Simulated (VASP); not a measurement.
Y, 1 atom in the cell. The structure is cubic, space group Pm-3m (No. 221). The conventional cell has a = 3.291 Å, b = 3.291 Å, c = 3.291 Å, α = 90.00°, β = 90.00°, γ = 90.00°. Within 4.3 Å of Y (site symmetry m-3m) lie 6 Y at 3.29 Å. 

```yaml
Program: VASP 6.6.1
Task: single point
Functional: r2SCAN
Potentials_or_basis: VASP PAW PBE potentials, release 64 (Y_sv)
Cutoff: 520 eV
k_mesh: 11 × 11 × 11
Occupations: fermi-dirac, width 0.05 eV
Spin: collinear spin, ferromagnetic start
Starting_moments: "[0.594] μB"
Dipole_correction: no
Further_INCAR_settings: ALGO = Normal; EDIFF = 1e-07; NBANDS = 16
```

Potentials or basis: VASP PAW PBE potentials, release 64 (Y_sv).

Launch:

```sh
$ cat potpaw_PBE.64/Y_sv/POTCAR > POTCAR
$ cp INCAR.step1 INCAR
$ mpirun -np 1 vasp_std > vasp.out
$ cp INCAR.step2 INCAR
$ mpirun -np 1 vasp_std > vasp.out
```

Hardware: 1 thread of Intel(R) Xeon(R) Platinum 8259CL CPU @ 2.50GHz (Skylake/Cascade Lake) (shared host).

**Question.** Estimate the wall time of this run.

**Answer.** Wall time 120 s on 1 thread of Intel(R) Xeon(R) Platinum 8259CL CPU @ 2.50GHz (Skylake/Cascade Lake), on a shared host, peak memory 0.19 GiB. Counts: k points 56.
